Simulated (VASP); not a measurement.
Write the native input for VASP 6.6.1 that does the following.

| Quantity | Value |
| --- | --- |
| Task | single point |
| Functional | PBE |
| Potentials or basis | VASP PAW PBE potentials, release 64 (Ga_d, P) |
| Cutoff | 520 eV |
| k mesh | 8 × 8 × 8 |
| Occupations | gaussian, width 0.05 eV |
| Spin | no spin polarisation |
| Dipole correction | no |
| Further INCAR settings | ALGO = Normal; EDIFF = 1e-06; NBANDS = 16 |

The structure of GaP lies in POSCAR:

```
GaP
1.0
    0.0000000000      2.6979975000      2.7252500000
    2.7252500000      0.0000000000      2.7252500000
    2.7252500000      2.6979975000      0.0000000000
Ga P
1 1
Direct
    0.0000000000      0.0000000000      0.0000000000
    0.7500000000      0.7500000000      0.7500000000
```

This cell differs from its parent crystal: strain -0.0100 x Voigt [0, 1, 0, 0, 0, 0].

The input as run:

INCAR

```
SYSTEM = GaP
PREC = Accurate ; ENCUT = 520
EDIFF = 1E-6 ; ISMEAR = 0
SIGMA = 0.05 ; LREAL = .FALSE.
LASPH = .TRUE. ; NELM = 80
ALGO = Normal ; ISIF = 2
LWAVE = .FALSE. ; LCHARG = .FALSE.
GGA = PE ; NBANDS = 16
```

KPOINTS

```
Automatic mesh
0
G
  8 8 8
  0 0 0
```

Potentials or basis: VASP PAW PBE potentials, release 64 (Ga_d, P).

Command:

```bash
$ cat potpaw_PBE.64/Ga_d/POTCAR potpaw_PBE.64/P/POTCAR > POTCAR
$ mpirun -np 1 vasp_std > vasp.out
```

Results of the run:

```json
{
  "Pressure": "3.3 GPa",
  "Band gap on the k mesh": "1.53 eV, indirect (least direct gap 1.87 eV)"
}
```

Caveat: the cell differs from its parent crystal (strain -0.0100 x Voigt [0, 1, 0, 0, 0, 0]).

Run time: 78 s on 1 thread of AMD EPYC 7R13 (shared host), peak memory 0.16 GiB.
